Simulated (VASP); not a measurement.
Input of a VASP 6.6.1 run:

The input INCAR:

```
ALGO = Normal
EDIFF = 1E-6
ENCUT = 520
GGA = PS
ISIF = 2
ISMEAR = 0
LASPH = True
LCHARG = False
LREAL = False
LWAVE = False
NBANDS = 14
NELM = 100
PREC = Accurate
SIGMA = 0.15
```

Contents of KPOINTS:

```
k-points
0
Gamma
  20 20 20
```

POSCAR

```
HfN
1.0
    0.0000000000      2.2590000000      2.2590000000
    2.2590000000      0.0000000000      2.2590000000
    2.2590000000      2.2590000000      0.0000000000
Hf N
1 1
Direct
    0.0000000000      0.0000000000      0.0000000000
    0.5000000000      0.5000000000      0.5000000000
```

Potentials or basis: VASP PAW PBE potentials, release 64 (Hf_pv, N).

The run is started by

```bash
$ cat potpaw_PBE.64/Hf_pv/POTCAR potpaw_PBE.64/N/POTCAR > POTCAR
$ mpirun -np 1 vasp_std > vasp.out
```

Q: Estimate the pressure.

A: -5.2 GPa.

Caveat: the PAW data sets were made with another functional, which shifts forces and pressure a little.
